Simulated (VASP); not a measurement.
Input of a VASP 6.6.1 run:

Contents of INCAR:

```
PREC     = Accurate       # precision mode
ENCUT    = 400            # plane-wave cutoff, eV
EDIFF    = 1E-8           # SCF threshold, eV
ISMEAR   = -1             # smearing method
SIGMA    = 0.03           # smearing width, eV
LREAL    = False          # projectors in reciprocal space
LASPH    = True           # aspherical terms in the spheres
NELM     = 120            # most SCF steps
ALGO     = Normal         # electronic algorithm
ISIF     = 2              # what is computed and relaxed
LWAVE    = False          # write WAVECAR
LCHARG   = False          # write CHGCAR
GGA      = PE             # functional
LEFG     = True         
NBANDS   = 11             # bands
GGA_COMPAT= False
```

Contents of KPOINTS:

```
regular mesh
0
Gamma
  13 13 13
```

Contents of POSCAR:

```
Hf
1.0
    0.0000000000      2.2635404658      2.2635404658
    2.2635404658      0.0000000000      2.2635404658
    2.2635404658      2.2635404658      0.0000000000
Hf
1
Direct
    0.0000000000      0.0000000000      0.0000000000
```

Potentials or basis: VASP PAW PBE potentials, release 64 (Hf_pv).

Command:

```console
$ cat potpaw_PBE.64/Hf_pv/POTCAR > POTCAR
$ mpirun -np 1 vasp_std > vasp.out
```

Q: Estimate the pressure.

A: -3.3 GPa.

Q: Estimate the band gap on the k mesh.

A: Zero (bands 5 and 6 overlap by 1.91 eV).

Caveat: the cell stands under tension; spin-orbit coupling is left out, which moves the levels of the heavy elements.
